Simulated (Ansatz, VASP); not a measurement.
Two plane-wave programs on P

File INCAR:

```
PREC     = Accurate       # precision mode
ENCUT    = 520            # plane-wave cutoff, eV
EDIFF    = 1E-6           # SCF threshold, eV
ISMEAR   = 0              # smearing method
SIGMA    = 0.1            # smearing width, eV
LREAL    = F              # projectors in reciprocal space
LASPH    = T              # aspherical terms in the spheres
NELM     = 60             # most SCF steps
ALGO     = Normal         # electronic algorithm
ISIF     = 2              # what is computed and relaxed
LWAVE    = F              # write WAVECAR
LCHARG   = F              # write CHGCAR
GGA      = PE             # functional
NBANDS   = 8              # bands
```

Contents of KPOINTS:

```
regular mesh
0
Gamma
  8 8 8
```

POSCAR

```
P
1.0
    0.0000000000      2.1027946656      2.1027946656
    2.1027946656      0.0000000000      2.1027946656
    2.1027946656      2.1027946656      0.0000000000
P
1
Direct
    0.0000000000      0.0000000000      0.0000000000
```

Input for Ansatz:

```yaml
crystal:
  lattice:
    - [0.0, 2.1027946656, 2.1027946656]
    - [2.1027946656, 0.0, 2.1027946656]
    - [2.1027946656, 2.1027946656, 0.0]
  atoms:
    - { symbol: P, position: [0.0, 0.0, 0.0] }
basis:
  ecutwfc: 420
kpoints:
  mp_grid: { grid: [8, 8, 8] }
hamiltonian:
  xc: pbe
scf:
  occupations: { method: gaussian, width: 0.1 }
output:
  forces: true
  stress: true
  eigenvalues: true
```

Alike in both runs: task single point; functional PBE; k mesh 8 × 8 × 8; occupations gaussian, width 0.1 eV; no spin polarisation.

```csv
,VASP,Ansatz
version,VASP 6.6.1,Ansatz 0.2.0
potentials or method,"VASP PAW PBE potentials, release 64 (P), cutoff 520 eV","scalar-relativistic, plane waves, PAW"
valence electrons in the cell,5,5
```

VASP gave:

| Item | Value |
| --- | --- |
| gap on the k mesh at the Fermi level (eV) | none |
| pressure (GPa) | -13.2 |

Which values does Ansatz return?

gap on the k mesh at the Fermi level (eV): none; pressure (GPa): -13.1.

A gap of «none» marks a metal or a gap that the smearing closes.
